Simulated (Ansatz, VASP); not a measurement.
## One calculation of Pb, two programs

```
Pb
1.0
     3.52477    0.00000    0.00000
    -1.76239    3.05254    0.00000
     0.00000    0.00000   11.55853
Pb
4
Direct
  0.00000 0.00000 0.00000
  0.33333 0.66667 0.25000
  0.00000 0.00000 0.50000
  0.66667 0.33333 0.75000
```

Alike in both runs: functional r2SCAN; k mesh 15 × 15 × 4; occupations gaussian, width 0.1 eV; no spin polarisation.

Ansatz relaxed the structure, and its values are those at the end. VASP's run is a single point on that final structure, the one shown.

|  | VASP | Ansatz |
| --- | --- | --- |
| version | VASP 6.6.1 | Ansatz 0.2.0 |
| potentials or method | VASP PAW PBE potentials, release 64 (Pb_d), cutoff 550 eV | scalar-relativistic, plane waves, PAW |
| valence electrons in the cell | 56 | 56 |

|  | VASP | Ansatz | Ansatz less VASP |
| --- | --- | --- | --- |
| gap on the k mesh at the Fermi level (eV) | none | none | - |
| pressure (GPa) | 0.0 | 0.0 | 0.00 |

VASP's potentials were made for PBE, not for r2SCAN. A gap of «none» marks a metal or a gap that the smearing closes. With one functional, cell and mesh, what is left measures potentials, basis and numerics.

Neither program's run includes spin-orbit coupling.
